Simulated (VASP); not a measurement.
Input of a VASP 6.6.1 run:

File POSCAR:

```
Si2Ge
1.0
    3.8994911291      0.0000000000      0.0000000000
   -1.9497455645      3.3770583796      0.0000000000
    0.0000000000      0.0000000000      9.5539021419
Si Ge
4 2
Direct
    0.3333333333      0.6666666667      0.7034775588
    0.0000000000      0.0000000000      0.3763791991
    0.0000000000      0.0000000000      0.6236208009
    0.6666666667      0.3333333333      0.2965224412
    0.6666666667      0.3333333333      0.0454279632
    0.3333333333      0.6666666667      0.9545720368
```

Contents of INCAR.step1:

```
  PREC = Accurate
  ENCUT = 520
  ISMEAR = 0
  SIGMA = 0.01
  LREAL = F
  LASPH = T
  NELM = 80
  NBANDS = 31
  GGA = PE
  ALGO = Normal
  EDIFF = 1E-4
  LWAVE = T
  LCHARG = F
```

Contents of INCAR.step2:

```
  PREC = Accurate
  ENCUT = 520
  EDIFF = 1E-7
  ISMEAR = 0
  SIGMA = 0.01
  LREAL = F
  LASPH = T
  NELM = 80
  ALGO = Normal
  ISIF = 2
  LWAVE = F
  LCHARG = T
  METAGGA = R2SCAN
  LMIXTAU = T
  LELF = T
  LVHAR = T
  NBANDS = 31
  ISTART = 1
```

KPOINTS

```
Automatic mesh
0
Gamma
  12 12 4
```

Potentials or basis: VASP PAW PBE potentials, release 64 (Si, Ge_d).

Run with:

```sh
$ cat potpaw_PBE.64/Si/POTCAR potpaw_PBE.64/Ge_d/POTCAR > POTCAR
$ cp INCAR.step1 INCAR
$ mpirun -np 1 vasp_std > vasp.out
$ cp INCAR.step2 INCAR
$ mpirun -np 1 vasp_std > vasp.out
```

Q: Estimate the largest force.

A: 0.015 eV/Å.

Q: Estimate the pressure.

A: -0.1 GPa.

Q: Estimate the band gap on the k mesh.

A: 0.63 eV, indirect (least direct gap 1.30 eV).

Forces in eV/Å, atoms in the order of the input:
```
Si   0.000  0.000 -0.015
Si   0.000  0.000  0.001
Si   0.000  0.000 -0.001
Si   0.000  0.000  0.015
Ge   0.000  0.000  0.008
Ge   0.000  0.000 -0.008
```

Caveat: the PAW data sets were made with another functional, which shifts forces and pressure a little. A k mesh can miss the band edges.
